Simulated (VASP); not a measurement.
A run of VASP 6.6.1 is set up as follows.

POSCAR

```
BeSe
1.0
    0.0000000000      2.5885384557      2.5885384557
    2.5885384557      0.0000000000      2.5885384557
    2.5885384557      2.5885384557      0.0000000000
Be Se
1 1
Direct
    0.0000000000      0.0000000000      0.0000000000
    0.2500000000      0.2500000000      0.2500000000
```

Contents of INCAR.step1:

```
ALGO = Normal ; EDIFF = 1E-5
ENCUT = 580 ; GGA = PE
GGA_COMPAT = F ; ISMEAR = -1
LASPH = T ; LCHARG = F
LREAL = F ; LWAVE = T
NBANDS = 11 ; NELM = 120
PREC = Accurate ; SIGMA = 0.05
```

INCAR.step2

```
ALGO = Normal ; EDIFF = 1E-8
ENCUT = 580 ; GGA_COMPAT = F
ISIF = 2 ; ISMEAR = -1
ISTART = 1 ; LASPH = T
LCHARG = F ; LEFG = T
LMIXTAU = T ; LREAL = F
LWAVE = F ; METAGGA = R2SCAN
NBANDS = 11 ; NELM = 120
PREC = Accurate ; SIGMA = 0.05
```

File KPOINTS:

```
k-points
0
Gamma
  14 14 14
```

Potentials or basis: VASP PAW PBE potentials, release 64 (Be, Se).

Command:

```console
$ cat potpaw_PBE.64/Be/POTCAR potpaw_PBE.64/Se/POTCAR > POTCAR
$ cp INCAR.step1 INCAR
$ mpirun -np 1 vasp_std > vasp.out
$ cp INCAR.step2 INCAR
$ mpirun -np 1 vasp_std > vasp.out
```

(1) What does it give for the pressure?

(2) What does it give for the band gap on the k mesh?

Answers

(1) -0.4 GPa.

(2) 3.14 eV (least direct gap 4.97 eV).

Caveat: the PAW data sets were made with another functional, which shifts forces and pressure a little.
